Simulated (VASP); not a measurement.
# Sn2TeAs2 (I4/mmm) in VASP: further runs

Runs on Sn2TeAs2. Level: PBE. Tasks: single point, relaxation of cell and atoms.

Everything below comes from runs of VASP 6.6.1. Logs are shortened: lines on timing, memory, paths and dates and some standing lists are left out, and cuts for length are marked.

**1. The cell of the first run**

Symmetry: I4/mmm, No. 139, tetragonal system. Conventional cell: a = 5.229 Å, b = 5.229 Å, c = 9.711 Å, α = 90.00°, β = 90.00°, γ = 90.00°. Sn (site symmetry 4mm) has 4 As at 2.79 Å and 1 Sn at 2.91 Å and 1 Te at 3.40 Å within 3.7 Å. Within 4.5 Å of Te (site symmetry 4/mmm) lie 10 Sn at 3.40 to 3.97 Å and 8 As at 3.57 Å. As (site symmetry -4m2) has 4 Sn at 2.79 Å and 4 Te at 3.57 Å and 4 As at 3.70 Å within 3.7 Å.

The cell was generated, and may not be a known phase.

**2. Single point, PBE**

File INCAR:

```
PREC = Accurate
ENCUT = 520
EDIFF = 1E-6
ISMEAR = 0
SIGMA = 0.1
LREAL = False
LASPH = True
NELM = 60
ALGO = Normal
ISIF = 2
LWAVE = False
LCHARG = True
GGA = PE
LELF = True
LVHAR = True
NBANDS = 30
```

File KPOINTS:

```
Automatic mesh
0
Gamma
  6 6 6
```

File POSCAR:

```
Sn2TeAs2
1.0
   -2.6146754609      2.6146754609      4.8557342530
    2.6146754609     -2.6146754609      4.8557342530
    2.6146754609      2.6146754609     -4.8557342530
Sn Te As
2 1 2
Direct
    0.3502308959      0.3502308959      0.0000000000
    0.6497691041      0.6497691041      0.0000000000
    0.0000000000      0.0000000000      0.0000000000
    0.7500000000      0.2500000000      0.5000000000
    0.2500000000      0.7500000000      0.5000000000
```

Potentials or basis: VASP PAW PBE potentials, release 64 (Sn_d, Te, As).

Started as:

```console
cat potpaw_PBE.64/Sn_d/POTCAR potpaw_PBE.64/Te/POTCAR potpaw_PBE.64/As/POTCAR > POTCAR
mpirun -np 1 vasp_std > vasp.out
```

OUTCAR:

```text
PREC = Accurate
   ENCUT = 520
   EDIFF = 1E-6
   ISMEAR = 0
   LREAL = False
   LASPH = True
   NELM = 60
   ISIF = 2
   GGA = PE

 ion  position               nearest neighbor table
   1  0.350  0.350  0.000-   4 2.79   5 2.79   5 2.79   4 2.79   2 2.91   3 3.40
   2  0.650  0.650  0.000-   5 2.79   4 2.79   4 2.79   5 2.79   1 2.91   3 3.40
   3  0.000  0.000  0.000-   1 3.40   2 3.40
   4  0.750  0.250  0.500-   1 2.79   2 2.79   1 2.79   2 2.79
   5  0.250  0.750  0.500-   1 2.79   2 2.79   1 2.79   2 2.79

  LATTYP: Found a body centered tetragonal cell.
 ALAT       =     5.2293509218
 C/A-ratio  =     1.8571078230

  Lattice vectors:

 A1 = (  -2.6146754609,   2.6146754609,   4.8557342530)
 A2 = (   2.6146754609,  -2.6146754609,   4.8557342530)
 A3 = (   2.6146754609,   2.6146754609,  -4.8557342530)

Analysis of symmetry for initial positions (statically):
=====================================================================
 Subroutine PRICEL returns:
 Original cell was already a primitive cell.

 Routine SETGRP: Setting up the symmetry group for a
 body centered tetragonal supercell.

 Subroutine GETGRP returns: Found 16 space group operations
 (whereof 16 operations were pure point group operations)
 out of a pool of 16 trial point group operations.

The static configuration has the point symmetry D_4h.

Analysis of symmetry for dynamics (positions and initial velocities):
=====================================================================
 Subroutine PRICEL returns:
 Original cell was already a primitive cell.

 Routine SETGRP: Setting up the symmetry group for a
 body centered tetragonal supercell.

 Subroutine GETGRP returns: Found 16 space group operations
 (whereof 16 operations were pure point group operations)
 out of a pool of 16 trial point group operations.

The dynamic configuration has the point symmetry D_4h.

 Subroutine INISYM returns: Found 16 space group operations
 (whereof 16 operations are pure point group operations),
 and found     1 'primitive' translations

----------------------------------------------------------------------------------------

                                     Primitive cell

  volume of cell :     132.7854

  direct lattice vectors                    reciprocal lattice vectors
    -2.614675461  2.614675461  4.855734253     0.000000000  0.191228322  0.102971039
     2.614675461 -2.614675461  4.855734253     0.191228322  0.000000000  0.102971039
     2.614675461  2.614675461 -4.855734253     0.191228322  0.191228322  0.000000000

  length of vectors
     6.103376989  6.103376989  6.103376989     0.217189562  0.217189562  0.270437686

  position of ions in fractional coordinates (direct lattice)
     0.350230896  0.350230896  0.000000000
     0.649769104  0.649769104  0.000000000
     0.000000000  0.000000000  0.000000000
     0.750000000  0.250000000  0.500000000
     0.250000000  0.750000000  0.500000000

  ion indices of the primitive-cell ions
   primitive index   ion index
                 1           1
                 2           2
                 3           3
                 4           4
                 5           5

----------------------------------------------------------------------------------------

 KPOINTS: Automatic mesh

Automatic generation of k-mesh.
 Grid dimensions read from file:
 generate k-points for:    6    6    6

 Generating k-lattice:

  Cartesian coordinates                     Fractional coordinates (reciprocal lattice)
     0.000000000  0.031871387  0.017161840     0.166666667 -0.000000000  0.000000000
     0.031871387  0.000000000  0.017161840    -0.000000000  0.166666667  0.000000000
     0.031871387  0.031871387  0.000000000     0.000000000  0.000000000  0.166666667

  Length of vectors
     0.036198260  0.036198260  0.045072948

  Shift w.r.t. Gamma in fractional coordinates (k-lattice)
     0.000000000  0.000000000  0.000000000

 Subroutine IBZKPT returns following result:
 ===========================================

 Found     30 irreducible k-points:

 Following reciprocal coordinates:
            Coordinates               Weight
  0.000000  0.000000  0.000000      1.000000
  0.166667  0.000000 -0.000000      8.000000
  0.333333  0.000000  0.000000      8.000000
  0.500000  0.000000 -0.000000      4.000000
  0.166667  0.166667 -0.000000      8.000000
  0.333333  0.166667 -0.000000     16.000000
[... 16 lines left out ...]
 -0.333333 -0.333333  0.166667      8.000000
 -0.166667 -0.333333  0.166667      8.000000
 [... further k-points ...]
   k-points           NKPTS =     30   k-points in BZ     NKDIM =     30   number of bands    NBANDS=     30
   number of dos      NEDOS =    301   number of ions     NIONS =      5
   total plane-waves  NPLWV = 110592
   dimension x,y,z NGX =    48 NGY =   48 NGZ =   48
   dimension x,y,z NGXF=    96 NGYF=   96 NGZF=   96
   ions per type =               2   1   2
   NGX,Y,Z   is equivalent  to a cutoff of  13.07, 13.07, 13.07 a.u.
   NGXF,Y,Z  is equivalent  to a cutoff of  26.15, 26.15, 26.15 a.u.
 SYSTEM =  unknown system
   PREC   = accura    normal or accurate (medium, high low for compatibility)
   ISTART =      0    job   : 0-new  1-cont  2-samecut
   ICHARG =      2    charge: 1-file 2-atom 10-const
   ISPIN  =      1    spin polarized calculation?
   LNONCOLLINEAR =      F non collinear calculations
   LSORBIT =      F    spin-orbit coupling
   LASPH  =      T    aspherical Exc in radial PAW
   ENCUT  =  520.0 eV  38.22 Ry    6.18 a.u.  11.35 11.35 11.35*2*pi/ulx,y,z
   NELM   =     60;   NELMIN=  2; NELMDL= -5     # of ELM steps
   EDIFF  = 0.1E-05   stopping-criterion for ELM
   LREAL  =      F    real-space projection
   EDIFFG = 0.1E-04   stopping-criterion for IOM
   NSW    =      0    number of steps for IOM
   IBRION =     -1    ionic relax: 0-MD 1-quasi-New 2-CG
   NFREE  =      0    steps in history (QN), initial steepest desc. (CG)
   ISIF   =      2    stress and relaxation
   ISYM   =      2    0-nonsym 1-usesym 2-fastsym
   POTIM  = 0.5000    time-step for ionic-motion
   TEBEG  =    0.0;   TEEND  =   0.0 temperature during run
   PSTRESS=    0.0 pullay stress
   NELECT =      44.0000    total number of electrons
   NUPDOWN=      -1.0000    fix difference up-down
   EMIN   =  10.00;   EMAX   =-10.00  energy-range for DOS
   EFERMI =   0.00;   METHOD = LEGACY
   ISMEAR =     0;   SIGMA  =   0.10  broadening in eV -4-tet -1-fermi 0-gaus
   EFERMI_NEDOS =   21; number of points for ismear=-14 and -15
   IALGO  =     38    algorithm
   IMIX   =      4    mixing-type and parameters
     AMIX     =   0.40;   BMIX     =  1.00
     AMIX_MAG =   1.60;   BMIX_MAG =  1.00
  volume/ion in A,a.u.               =      26.56       179.22
  Fermi-wavevector in a.u.,A,eV,Ry     =   1.132858  2.140792 17.461278  1.283368
  Thomas-Fermi vector in A             =   2.269560
   LORBIT       =      0    0 simple, 1 ext, 2 COOP (PROOUT), +10 PAW based schemes
   GGA     = PE    functional components
   LHFCALC =     F    Hartree Fock is set to
   AEXX    =    0.0000 exact exchange contribution
   IVDW    =     0    specifies the selected vdW correction
   LEPSILON=     F    determine dielectric tensor
   LRPA    =     F    only Hartree local field effects (RPA)
 non-spin polarized calculation
 Gauss-broadening in eV      SIGMA  =   0.10
  energy-cutoff  :      520.00
  volume of cell :      132.79
 maximum number of plane-waves:      3603
 NGX is ok and might be reduce to    48
   NGX = 23   NGY = 23   NGZ = 23

 number of electron      44.0000007 magnetization

 Free energy of the ion-electron system (eV)
  ---------------------------------------------------
  ext. energy  EPLUGINS =         0.00000000
  ---------------------------------------------------
  free energy    TOTEN  =       -19.31507186 eV

  energy without entropy =      -19.29788232  energy(sigma->0) =      -19.30647709

 E-fermi :   5.9625     XC(G=0):  -9.8553

 val. band max:        5.9354710570   @ k =   0.3333   0.3333   0.0000
 cond. band min:       5.9659759642   @ k =   0.3333   0.0000   0.0000
 fundamental gap:      0.0305049071
 Fermi energy:         5.9625252280

 k-point     1 :       0.0000    0.0000    0.0000
  band No.  band energies     occupation
      1     -15.5061      2.00000
      2     -15.4047      2.00000
      3     -15.4047      2.00000
      4     -15.3950      2.00000
      5     -15.3748      2.00000
      6     -15.3565      2.00000
[... 22 lines left out ...]
     29      12.5993      0.00000
     30      13.2207      0.00000

 k-point     2 :       0.1667    0.0000   -0.0000
  band No.  band energies     occupation
      1     -15.5060      2.00000
      2     -15.4064      2.00000
      3     -15.4062      2.00000
      4     -15.3931      2.00000
      5     -15.3744      2.00000
      6     -15.3549      2.00000
[... 22 lines left out ...]
     29      11.5356      0.00000
     30      12.8865      0.00000

 k-point     3 :       0.3333    0.0000    0.0000
  band No.  band energies     occupation
      1     -15.5058      2.00000
      2     -15.4101      2.00000
      3     -15.4091      2.00000
      4     -15.3887      2.00000
      5     -15.3740      2.00000
      6     -15.3523      2.00000
[... 22 lines left out ...]
     29      12.2625      0.00000
     30      12.5655      0.00000

 k-point     4 :       0.5000    0.0000   -0.0000
  band No.  band energies     occupation
      1     -15.5057      2.00000
      2     -15.4121      2.00000
      3     -15.4104      2.00000
      4     -15.3861      2.00000
      5     -15.3741      2.00000
      6     -15.3513      2.00000
[... 616 lines left out ...]
     29      11.3555      0.00000
     30      11.7651      0.00000

 k-point    23 :      -0.3333   -0.3333    0.1667
  band No.  band energies     occupation
      1     -15.5065      2.00000
      2     -15.4139      2.00000
      3     -15.4110      2.00000
      4     -15.3967      2.00000
      5     -15.3677      2.00000
      6     -15.3500      2.00000
[... 22 lines left out ...]
     29      10.7433      0.00000
     30      11.7703      0.00000

 k-point    24 :      -0.1667   -0.3333    0.1667
  band No.  band energies     occupation
      1     -15.5065      2.00000
      2     -15.4106      2.00000
      3     -15.4099      2.00000
      4     -15.3978      2.00000
      5     -15.3693      2.00000
      6     -15.3524      2.00000
[... 22 lines left out ...]
     29      11.1232      0.00000
     30      12.0372      0.00000

 [... further k-points ...]

------------------------ aborting loop because EDIFF is reached ----------------------------------------

  FORCE on cell =-STRESS in cart. coord.  units (eV):
  Direction    XX          YY          ZZ          XY          YZ          ZX
  --------------------------------------------------------------------------------------
  -------------------------------------------------------------------------------------
  Total        0.0217938      0.0217938     -0.0072533      0.0000000     -0.0000000      0.0000000
  in kB        0.2629615      0.2629615     -0.0875171      0.0000000     -0.0000000      0.0000000
  external PRESSURE =       0.1461353 kB  Pullay stress =       0.0000000 kB

 VOLUME and BASIS-vectors are now :
 -----------------------------------------------------------------------------
  energy-cutoff  :      520.00
  volume of cell :      132.79
      direct lattice vectors                 reciprocal lattice vectors
    -2.614675461  2.614675461  4.855734253     0.000000000  0.191228322  0.102971039
     2.614675461 -2.614675461  4.855734253     0.191228322  0.000000000  0.102971039
     2.614675461  2.614675461 -4.855734253     0.191228322  0.191228322  0.000000000

 POSITION                                       TOTAL-FORCE (eV/Angst)
 -----------------------------------------------------------------------------------
      0.00000      0.00000      3.40126        -0.000000     -0.000000      0.012819
      0.00000      0.00000      6.31021         0.000000      0.000000     -0.012819
      0.00000      0.00000      0.00000         0.000000      0.000000     -0.000000
      0.00000      2.61468      2.42787         0.000000      0.000000      0.000000
      2.61468      0.00000      2.42787         0.000000      0.000000     -0.000000
 -----------------------------------------------------------------------------------
    total drift:                               -0.000000     -0.000000      0.000000

  FREE ENERGIE OF THE ION-ELECTRON SYSTEM (eV)
  ---------------------------------------------------
  free  energy   TOTEN  =       -19.3150718641 eV

  energy  without entropy=      -19.2978823181  energy(sigma->0) =      -19.30647709
```

Run time: 81 s. Hardware: 1 thread of Intel Xeon 6975P-C (Granite Rapids), shared host; peak memory 0.39 GiB.

Results:

| Property | Result |
| --- | --- |
| Free energy | -19.3151 eV |
| Pressure | 0.0 GPa |
| Largest force | 0.013 eV/Å |
| Band gap on the k mesh | zero (bands 22 and 23 overlap by 1.65 eV) |

Forces in eV/Å, atoms in the order of the input:
```
Sn   0.000  0.000  0.013
Sn   0.000  0.000 -0.013
Te   0.000  0.000  0.000
As   0.000  0.000  0.000
As   0.000  0.000  0.000
```

Levels at points of the mesh, in eV from the Fermi level:
```
           k point  band 20  band 21  band 22  band 23  band 24  band 25
(0.00, 0.00, 0.00)    -1.83    -1.62    -1.62    -1.14    -0.11     2.81
(0.50, 0.00, 0.00)    -1.30    -0.71    -0.29     0.57     1.45     2.29
(0.50, 0.50, 0.00)    -1.50     0.43     0.51     0.89     2.35     2.97
(0.50, 0.50, 0.50)    -0.61    -0.56    -0.22    -0.11    -0.11     0.47
```

Caveat: spin-orbit coupling is left out, which moves the levels of the heavy elements.

**3. Single point, PBE**

This run uses another cell than the first one, of 27.10 Å³/atom.

File INCAR:

```
SYSTEM = Sn2TeAs2
PREC = Accurate
ENCUT = 520
EDIFF = 1E-6
ISMEAR = 0
SIGMA = 0.1
LREAL = .False.
LASPH = .True.
NELM = 80
ALGO = Normal
ISIF = 2
LWAVE = .False.
LCHARG = .False.
GGA = PE
NBANDS = 30
```

File KPOINTS:

```
regular mesh
0
Gamma
  6 6 6
  0 0 0
```

File POSCAR:

```
Sn2TeAs2
1.0
   -2.4206724000      2.4206724000      5.7817415000
    2.4206724000     -2.4206724000      5.7817415000
    2.4206724000      2.4206724000     -5.7817415000
Sn Te As
2 1 2
Direct
    0.3849999900      0.3849999900      0.0000000000
    0.6150000100      0.6150000100      0.0000000000
    0.0000000000      0.0000000000      0.0000000000
    0.7500000000      0.2500000000      0.5000000000
    0.2500000000      0.7500000000      0.5000000000
```

Potentials or basis: VASP PAW PBE potentials, release 64 (Sn_d, Te, As).

Started as:

```console
cat potpaw_PBE.64/Sn_d/POTCAR potpaw_PBE.64/Te/POTCAR potpaw_PBE.64/As/POTCAR > POTCAR
mpirun -np 1 vasp_std > vasp.out
```

It took 90 s on 1 thread of Intel Xeon 6975P-C (Granite Rapids), shared host; peak memory 0.41 GiB.

Results (log left out):

```yaml
Free_energy: -18.7168 eV
Pressure: -0.3 GPa
Largest_force: 2.164 eV/Å
Band_gap_on_the_k_mesh: zero (bands 22 and 23 overlap by 1.43 eV)
```

Forces on the atoms (eV/Å):
```
Sn   0.000  0.000 -2.164
Sn   0.000  0.000  2.164
Te   0.000  0.000  0.000
As   0.000  0.000  0.000
As   0.000  0.000  0.000
```

Stress tensor (GPa, compression positive):
```
-1.44  0.00  0.00
 0.00 -1.44  0.00
 0.00  0.00  2.05
```

Levels at points of the mesh, in eV from the Fermi level:
```tsv
k point	band 19	band 20	band 21	band 22	band 23	band 24	band 25	band 26
(0.00, 0.00, 0.00)	-2.22	-1.98	-0.84	-0.12	-0.12	1.18	2.35	3.79
(0.50, 0.00, 0.00)	-2.49	-2.05	-0.82	-0.77	0.43	0.83	1.58	2.47
(0.50, 0.50, 0.00)	-2.60	-2.12	0.51	0.97	1.64	1.66	2.96	3.01
(0.50, 0.50, 0.50)	-0.60	-0.57	-0.57	-0.46	-0.18	-0.18	0.47	2.63
```

Caveat: spin-orbit coupling is left out, which moves the levels of the heavy elements; forces of over 1 eV/Å act on the atoms, so gaps and moduli don't describe the material at rest.

[end of part 1 of 2]

The gap in the log of VASP goes by the Fermi energy; the results here count the filled bands.